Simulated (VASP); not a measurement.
Runs of VASP 6.6.1 on Ir. The structure is that of space group P6_3/mmc (No. 194), or close to it. The cells are those of the table. This isn't the form of Ir at room conditions, which is fcc.

```csv
cell,k mesh,gap on the mesh (eV),pressure (GPa)
"a = 2.697, b = 2.697, c = 8.811 Å, angles 90.0, 90.0, 120.0°, 4 atoms",15 × 15 × 4,none,(a)
"a = 2.697, b = 2.697, c = 8.811 Å, angles 90.0, 90.0, 120.0°, 4 atoms",13 × 13 × 4,none,2.6
"a = 2.623, b = 2.623, c = 8.570 Å, angles 90.0, 90.0, 120.0°, 4 atoms",15 × 15 × 4,none,44.9
"a = 2.584, b = 2.584, c = 8.444 Å, angles 90.0, 90.0, 120.0°, 4 atoms",15 × 15 × 4,none,75.2
"a = 2.801, b = 2.801, c = 9.150 Å, angles 90.0, 90.0, 120.0°, 4 atoms",15 × 15 × 4,none,-32.7
"a = 2.661, b = 2.661, c = 8.692 Å, angles 90.0, 90.0, 120.0°, 4 atoms",15 × 15 × 4,none,(c)
"a = 2.767, b = 2.767, c = 9.040 Å, angles 90.0, 90.0, 120.0°, 4 atoms",15 × 15 × 4,none,(b)
"a = 2.697, b = 2.697, c = 8.811 Å, angles 90.0, 90.0, 120.0°, 4 atoms",18 × 18 × 5,none,2.5
```

Alike in all rows: task single point; level LDA; potentials or basis VASP PAW LDA potentials, release 64 (Ir); no spin polarisation; cutoff (eV) 500; smearing fermi-dirac 0.1 eV.

**Question.** Fill in the values left out.

**Answer.** (a) 2.4; (b) -23.8; (c) 21.2.

Caveats: spin-orbit coupling is left out, which moves the levels of the heavy elements; the cell stands under pressure (at least some runs); the cell stands under tension (at least some runs).

A k mesh can miss the band edges, and the runs leave out spin-orbit coupling on Ir.

A gap of «none» marks levels without a gap at the run's occupations.
